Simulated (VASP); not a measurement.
A run of VASP 6.6.1 is set up as follows.

The input INCAR:

```
SYSTEM = MoH2
  PREC = Accurate
  ENCUT = 520
  EDIFF = 1E-6
  ISMEAR = 0
  SIGMA = 0.1
  LREAL = .False.
  LASPH = .True.
  NELM = 150
  ALGO = Normal
  ISIF = 2
  LWAVE = .False.
  LCHARG = .True.
  ISPIN = 2
  MAGMOM = 0 0 1
  LORBIT = 11
  LMAXMIX = 4
  GGA = PE
  LELF = .True.
  LVHAR = .True.
  NBANDS = 19
```

File KPOINTS:

```
Automatic mesh
0
Gamma
  6 6 6
  0 0 0
```

The input POSCAR:

```
MoH2
1.0
    0.0000000000      2.1685352363      2.1685352363
    2.1685352363      0.0000000000      2.1685352363
    2.1685352363      2.1685352363      0.0000000000
H Mo
2 1
Direct
    0.2500000000      0.2500000000      0.2500000000
    0.5000000000      0.5000000000      0.5000000000
    0.0000000000      0.0000000000      0.0000000000
```

Potentials or basis: VASP PAW PBE potentials, release 64 (H, Mo_sv).

Run with:

```bash
$ cat potpaw_PBE.64/H/POTCAR potpaw_PBE.64/Mo_sv/POTCAR > POTCAR
$ mpirun -np 1 vasp_std > vasp.out
```

Problem. Predict the band gap on the k mesh.

Solution. Zero (filled and empty bands overlap).

Problem. Predict the pressure.

Solution. 0.2 GPa.

Problem. What does it give for the net moment?

Solution. 0.00 μB per cell.

Caveat: the k points lie up to 0.42 Å⁻¹ apart.
